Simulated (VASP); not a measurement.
# O2 in VASP: settings compared, part 2 of 2

VASP 6.6.1.

## 4. Single point, PBEsol, collinear spin, ferromagnetic start

Input file INCAR:

```
SYSTEM = O
PREC = Accurate
ENCUT = 520
EDIFF = 1E-6
ISMEAR = 0
SIGMA = 0.01
LREAL = .False.
LASPH = .True.
NELM = 150
ALGO = Normal
ISIF = 2
LWAVE = .False.
LCHARG = .True.
ISPIN = 2
MAGMOM = 1 1
LORBIT = 11
NUPDOWN = 2.0
GGA = PS
LELF = .True.
LVHAR = .True.
NBANDS = 17
```

Input file KPOINTS:

```
Automatic mesh
0
Gamma
  1 1 1
  0 0 0
```

Input file POSCAR:

```
O
1.0
   12.0000000000      0.0000000000      0.0000000000
    0.0000000000     12.5000000000      0.0000000000
    0.0000000000      0.0000000000     13.0000000000
O
2
Direct
    0.4500000000      0.4700000000      0.4534263287
    0.4500000000      0.4700000000      0.5465736713
```

Potentials or basis: VASP PAW PBE potentials, release 64 (O).

Command:

```bash
> cat potpaw_PBE.64/O/POTCAR > POTCAR
> mpirun -np 1 vasp_gam > vasp.out
```

OUTCAR:

```text
SYSTEM = O
   PREC = Accurate
   ENCUT = 520
   EDIFF = 1E-6
   ISMEAR = 0
   LREAL = .False.
   LASPH = .True.
   NELM = 150
   ISIF = 2
   ISPIN = 2
   LORBIT = 11
   NUPDOWN = 2.0
   GGA = PS

 ion  position               nearest neighbor table
   1  0.450  0.470  0.453-   2 1.21
   2  0.450  0.470  0.547-   1 1.21

  LATTYP: Found a simple orthorhombic cell.
 ALAT       =    12.0000000000
 B/A-ratio  =     1.0416666667
 C/A-ratio  =     1.0833333333

  Lattice vectors:

 A1 = (  12.0000000000,   0.0000000000,   0.0000000000)
[... 231 lines left out ...]
  external PRESSURE =       0.3703947 kB  Pullay stress =       0.0000000 kB

 VOLUME and BASIS-vectors are now :
 -----------------------------------------------------------------------------
  energy-cutoff  :      520.00
  volume of cell :     1950.00
      direct lattice vectors                 reciprocal lattice vectors
    12.000000000  0.000000000  0.000000000     0.083333333  0.000000000  0.000000000
     0.000000000 12.500000000  0.000000000     0.000000000  0.080000000  0.000000000
     0.000000000  0.000000000 13.000000000     0.000000000  0.000000000  0.076923077

 POSITION                                       TOTAL-FORCE (eV/Angst)
 -----------------------------------------------------------------------------------
      5.40000      5.87500      5.89454         0.000000      0.000000     -1.303883
      5.40000      5.87500      7.10546         0.000000      0.000000      1.303883
 -----------------------------------------------------------------------------------
    total drift:                                0.000000      0.000095      0.000001

  FREE ENERGIE OF THE ION-ELECTRON SYSTEM (eV)
  ---------------------------------------------------
  free  energy   TOTEN  =       -10.2674492534 eV

  energy  without entropy=      -10.2674492534  energy(sigma->0) =      -10.26744925

 total charge

# of ion       s       p       d       tot
------------------------------------------
    1        1.609   3.306   0.000   4.915
    2        1.609   3.306   0.000   4.915
--------------------------------------------------
tot          3.218   6.612   0.000   9.830

 magnetization (x)

# of ion       s       p       d       tot
------------------------------------------
    1        0.009   0.797   0.000   0.806
    2        0.009   0.797   0.000   0.806
--------------------------------------------------
tot          0.018   1.594   0.000   1.612
```

OSZICAR:

```text
N       E                     dE             d eps       ncg     rms          rms(c)
DAV:   1     0.121825573069E+03    0.12183E+03   -0.26672E+03    84   0.356E+02
DAV:   2     0.304344359683E+02   -0.91391E+02   -0.86022E+02   102   0.853E+01
[... 15 lines left out ...]
DAV:  18    -0.102674140212E+02   -0.26588E-04   -0.78322E-07    68   0.282E-03    0.489E-04
DAV:  19    -0.102674358208E+02   -0.21800E-04   -0.71192E-07    69   0.264E-03    0.260E-04
DAV:  20    -0.102674427063E+02   -0.68854E-05   -0.13844E-07    70   0.118E-03    0.175E-04
DAV:  21    -0.102674466406E+02   -0.39343E-05   -0.50238E-08    70   0.783E-04    0.143E-04
DAV:  22    -0.102674486389E+02   -0.19983E-05   -0.21138E-08    70   0.511E-04    0.640E-05
DAV:  23    -0.102674492534E+02   -0.61448E-06   -0.61494E-10    77   0.245E-04
   1 F= -.10267449E+02 E0= -.10267449E+02  d E =-.498112E-28  mag=     2.0000
```

stdout:

```text
POSCAR found type information on POSCAR O
 POSCAR found :  1 types and       2 ions
 scaLAPACK will be used
 -----------------------------------------------------------------------------
|                                                                             |
|                                                                             |
|     You enforced a specific xc type in the INCAR file but a different       |
|     I HOPE YOU KNOW WHAT YOU ARE DOING!                                     |
|                                                                             |
 -----------------------------------------------------------------------------

 LDA part: xc-table for (Slater+PW92), standard interpolation
 POSCAR, INCAR and KPOINTS ok, starting setup
 FFT: planning ... GRIDC
 FFT: planning ... GRID_SOFT
 FFT: planning ... GRID
 WAVECAR not read
 entering main loop
```

It took 3.5 min on 1 thread of Intel Xeon Platinum 8488C (Sapphire Rapids), shared host; peak memory 1.8 GiB.

Results:

```yaml
Free_energy: -10.2674 eV
Largest_force: 1.304 eV/Å
Net_moment: 2.00 μB per cell
Site_moments: O +0.81 μB
Valence_electrons_inside_the_program's_atomic_spheres: O 4.92
```

Forces on the atoms (eV/Å):
```
O    0.000  0.000 -1.304
O    0.000  0.000  1.304
```

Caveat: the standard files for N, O and F lose accuracy on very short bonds; the PAW data sets were made with another functional, which shifts forces and pressure a little; the total moment is fixed, so each spin has its own Fermi level.

## 5. Single point, r2SCAN, collinear spin, ferromagnetic start

Input file POSCAR:

```
O
1.0
   12.0000000000      0.0000000000      0.0000000000
    0.0000000000     12.5000000000      0.0000000000
    0.0000000000      0.0000000000     13.0000000000
O
2
Direct
    0.4500000000      0.4700000000      0.4536126093
    0.4500000000      0.4700000000      0.5463873907
```

Input file INCAR.step1:

```
PREC = Accurate
ENCUT = 520
ISMEAR = 0
SIGMA = 0.01
LREAL = False
LASPH = True
NELM = 150
ISPIN = 2
MAGMOM = 1 1
NUPDOWN = 2.0
NBANDS = 17
GGA = PE
ALGO = Normal
EDIFF = 1E-4
LWAVE = True
LCHARG = False
```

Input file INCAR.step2:

```
PREC = Accurate
ENCUT = 520
EDIFF = 1E-6
ISMEAR = 0
SIGMA = 0.01
LREAL = False
LASPH = True
NELM = 150
ALGO = Normal
ISIF = 2
LWAVE = False
LCHARG = False
ISPIN = 2
MAGMOM = 1 1
LORBIT = 11
NUPDOWN = 2.0
METAGGA = R2SCAN
LMIXTAU = True
NBANDS = 17
ISTART = 1
```

Input file KPOINTS:

```
Automatic mesh
0
Gamma
  1 1 1
```

Command:

```bash
> cat potpaw_PBE.64/O/POTCAR > POTCAR
> cp INCAR.step1 INCAR
> mpirun -np 1 vasp_gam > vasp.out
> cp INCAR.step2 INCAR
> mpirun -np 1 vasp_gam > vasp.out
```

It took 10 min on 1 thread of Intel Xeon Platinum 8488C (Sapphire Rapids), shared host; peak memory 2.4 GiB.

It converged, with:

- Free energy: -11.8497 eV
- Largest force: 1.380 eV/Å
- Net moment: 2.00 μB per cell
- Site moments: O +0.83 μB
- Valence electrons inside the program's atomic spheres: O 4.94

Forces on the atoms (eV/Å):
```
O    0.000  0.000 -1.380
O    0.000  0.000  1.380
```

Caveat: the standard files for N, O and F lose accuracy on very short bonds; the PAW data sets were made with another functional, which shifts forces and pressure a little; the total moment is fixed, so each spin has its own Fermi level.

## 6. The runs side by side

| level | potentials or basis | moment (μB) | largest force (eV/Å) |
| --- | --- | --- | --- |
| PBE | VASP PAW PBE potentials, release 64 (O) | 2.00 | 1.08 |
| LDA | VASP PAW LDA potentials, release 64 (O) | 2.00 | 1.72 |
| PBEsol | VASP PAW PBE potentials, release 64 (O) | 2.00 | 1.30 |
| r2SCAN | VASP PAW PBE potentials, release 64 (O) | 2.00 | 1.38 |

Some of these runs hold the atoms at other places in the same cell, which the table doesn't show; runs alike in all that it shows share one row.

Alike in all rows: task single point; spin collinear, ferromagnetic start; fixed moment (μB) 2.0; cell as given; k mesh 1 × 1 × 1; cutoff (eV) 520; smearing gaussian 0.01 eV.

Caveats: the standard files for N, O and F lose accuracy on very short bonds; the total moment is fixed, so each spin has its own Fermi level; the PAW data sets were made with another functional, which shifts forces and pressure a little (some runs).

Absolute energies hang on the potentials; compare differences alone.
